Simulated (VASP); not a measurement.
Wanted: the native input for a VASP 6.6.1 run.

* Task: single point
* Functional: PBE0
* Potentials or basis: VASP PAW PBE potentials, release 64 (Ta_pv)
* Cutoff: 520 eV
* k mesh: 6 × 6 × 6
* Occupations: fermi-dirac, width 0.05 eV
* Spin: no spin polarisation
* Dipole correction: no
* Grid for exact exchange (PRECFOCK): Normal
* Further INCAR settings: ALGO = Normal; EDIFF = 1e-07; NBANDS = 12

Ta:

```
CELL_PARAMETERS angstrom
-1.66259 1.66259 1.66259
1.66259 -1.66259 1.66259
1.66259 1.66259 -1.66259
ATOMIC_POSITIONS crystal
Ta 0.00000 0.00000 0.00000
```

These files were run (other wordings do the same):

POSCAR

```
Ta
1.0
   -1.6625919852      1.6625919852      1.6625919852
    1.6625919852     -1.6625919852      1.6625919852
    1.6625919852      1.6625919852     -1.6625919852
Ta
1
Direct
    0.0000000000      0.0000000000      0.0000000000
```

INCAR.step1

```
PREC     = Accurate       # precision mode
ENCUT    = 520            # plane-wave cutoff, eV
EDIFF    = 1E-5           # SCF threshold, eV
ISMEAR   = -1             # smearing method
SIGMA    = 0.05           # smearing width, eV
LREAL    = F              # projectors in reciprocal space
LASPH    = T              # aspherical terms in the spheres
NELM     = 60             # most SCF steps
ALGO     = Normal         # electronic algorithm
ISIF     = 2              # what is computed and relaxed
LWAVE    = T              # write WAVECAR
NBANDS   = 12             # bands
GGA      = PE             # functional
```

INCAR.step2

```
PREC     = Accurate       # precision mode
ENCUT    = 520            # plane-wave cutoff, eV
EDIFF    = 1E-7           # SCF threshold, eV
ISMEAR   = -1             # smearing method
SIGMA    = 0.05           # smearing width, eV
LREAL    = F              # projectors in reciprocal space
LASPH    = T              # aspherical terms in the spheres
NELM     = 60             # most SCF steps
ALGO     = Normal         # electronic algorithm
ISIF     = 2              # what is computed and relaxed
LWAVE    = F              # write WAVECAR
LCHARG   = T              # write CHGCAR
GGA      = PE             # functional
LHFCALC  = T              # exact exchange
AEXX     = 0.25           # exact-exchange fraction
PRECFOCK = Normal       
LELF     = T              # ELF
LVHAR    = T            
NBANDS   = 12             # bands
ISTART   = 1
```

KPOINTS

```
regular mesh
0
Gamma
  6 6 6
```

Potentials or basis: VASP PAW PBE potentials, release 64 (Ta_pv).

The run is started by

```sh
$ cat potpaw_PBE.64/Ta_pv/POTCAR > POTCAR
$ cp INCAR.step1 INCAR
$ mpirun -np 1 vasp_std > vasp.out
$ cp INCAR.step2 INCAR
$ mpirun -np 1 vasp_std > vasp.out
```

It gave:

```json
{
 "Pressure": "-1.3 GPa"
}
```

Caveat: the k points lie up to 0.45 Å⁻¹ apart; the PAW data sets were made with another functional, which shifts forces and pressure a little.

Wall time 14 min on 1 thread of AMD EPYC 7R13 (shared host), peak memory 0.15 GiB.
